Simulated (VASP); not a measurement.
Here is a VASP 6.6.1 calculation.

Contents of INCAR:

```
SYSTEM = V
  PREC = Accurate
  ENCUT = 520
  EDIFF = 1E-7
  ISMEAR = -1
  SIGMA = 0.05
  LREAL = .FALSE.
  LASPH = .TRUE.
  NELM = 150
  ALGO = Normal
  ISIF = 2
  LWAVE = .FALSE.
  LCHARG = .FALSE.
  ISPIN = 2
  MAGMOM = 1
  LORBIT = 11
  LMAXMIX = 4
  GGA = PE
  NBANDS = 16
```

The input KPOINTS:

```
Automatic mesh
0
G
  11 11 11
  0 0 0
```

File POSCAR:

```
V
1.0
   -1.4886780914      1.4886780914      1.4886780914
    1.4886780914     -1.4886780914      1.4886780914
    1.4886780914      1.4886780914     -1.4886780914
V
1
Direct
    0.0000000000      0.0000000000      0.0000000000
```

Potentials or basis: VASP PAW PBE potentials, release 64 (V_sv).

Command:

```sh
$ cat potpaw_PBE.64/V_sv/POTCAR > POTCAR
$ mpirun -np 1 vasp_std > vasp.out
```

Question: Predict the pressure.

Answer: 4.2 GPa.

Question: What does it give for the net moment?

Answer: 0.00 μB per cell.

Caveat: the cell stands under pressure.
